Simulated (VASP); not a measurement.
Here is a VASP 6.6.1 calculation.

Contents of INCAR:

```
SYSTEM = SrAl2H2
  PREC = Accurate
  ENCUT = 520
  EDIFF = 1E-6
  ISMEAR = -1
  SIGMA = 0.15
  LREAL = .False.
  LASPH = .True.
  NELM = 60
  ALGO = Normal
  ISIF = 2
  LWAVE = .False.
  LCHARG = .False.
  GGA = PS
  NBANDS = 17
```

Contents of KPOINTS:

```
regular mesh
0
Gamma
  5 5 4
  0 0 0
```

POSCAR

```
SrAl2H2
1.0
    4.3268959108      0.0000000000      0.0000000000
   -2.1634479554      3.7472017783      0.0000000000
    0.0000000000      0.0000000000      3.7018294266
Sr Al H
1 2 2
Direct
    0.0000000000      0.0000000000      0.0000000000
    0.3333333333      0.6666666667      0.5000083443
    0.6666666667      0.3333333333      0.4999916557
    0.3333333333      0.6666666667      0.0000069810
    0.6666666667      0.3333333333      0.9999930190
```

Potentials or basis: VASP PAW PBE potentials, release 64 (Sr_sv, Al, H).

Launch:

```console
$ cat potpaw_PBE.64/Sr_sv/POTCAR potpaw_PBE.64/Al/POTCAR potpaw_PBE.64/H/POTCAR > POTCAR
$ mpirun -np 1 vasp_std > vasp.out
```

**Question.** Estimate the pressure.

**Answer.** 20.4 GPa.

Stress tensor (GPa, compression positive):
```
20.39  0.00  0.00
 0.00 20.39  0.00
 0.00  0.00 20.27
```

Caveat: the k points lie up to 0.42 Å⁻¹ apart; the PAW data sets were made with another functional, which shifts forces and pressure a little.
